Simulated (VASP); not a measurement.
Here is a VASP 6.6.1 calculation.

The input INCAR:

```
PREC     = Accurate       # precision mode
ENCUT    = 520            # plane-wave cutoff, eV
EDIFF    = 1E-8           # SCF threshold, eV
ISMEAR   = -1             # smearing method
SIGMA    = 0.08           # smearing width, eV
LREAL    = F              # projectors in reciprocal space
LASPH    = T              # aspherical terms in the spheres
NELM     = 60             # most SCF steps
ALGO     = Normal         # electronic algorithm
ISIF     = 2              # what is computed and relaxed
LWAVE    = F              # write WAVECAR
LCHARG   = F              # write CHGCAR
GGA      = PE             # functional
LEFG     = T            
NBANDS   = 20             # bands
```

The input KPOINTS:

```
regular mesh
0
Gamma
  10 10 6
```

File POSCAR:

```
WSe2
1.0
    3.2999214110      0.0000000000      0.0000000000
   -1.6499607055      2.8578157724      0.0000000000
    0.0000000000      0.0000000000      7.4879907098
W Se
1 2
Direct
    0.0000000000      0.0000000000      0.0000000000
    0.3333333333      0.6666666667      0.2294184600
    0.6666666667      0.3333333333      0.7705815400
```

Potentials or basis: VASP PAW PBE potentials, release 64 (W_sv, Se).

Launch:

```console
$ cat potpaw_PBE.64/W_sv/POTCAR potpaw_PBE.64/Se/POTCAR > POTCAR
$ mpirun -np 1 vasp_std > vasp.out
```

Estimate the band gap on the k mesh.

zero (bands 13 and 14 overlap by 0.47 eV).

Predict the pressure.

0.2 GPa.

Forces on the atoms (eV/Å):
```
W    0.000  0.000  0.000
Se   0.000  0.000  0.033
Se   0.000  0.000 -0.033
```

Caveat: without QUAD_EFG the Cq values of the log hold for a quadrupole moment of 1 mb, not for the nuclei; spin-orbit coupling is left out, which moves the levels of the heavy elements; this functional lacks dispersion, which binds layers or chains, so the pressure and a relaxed spacing across them are unreliable.
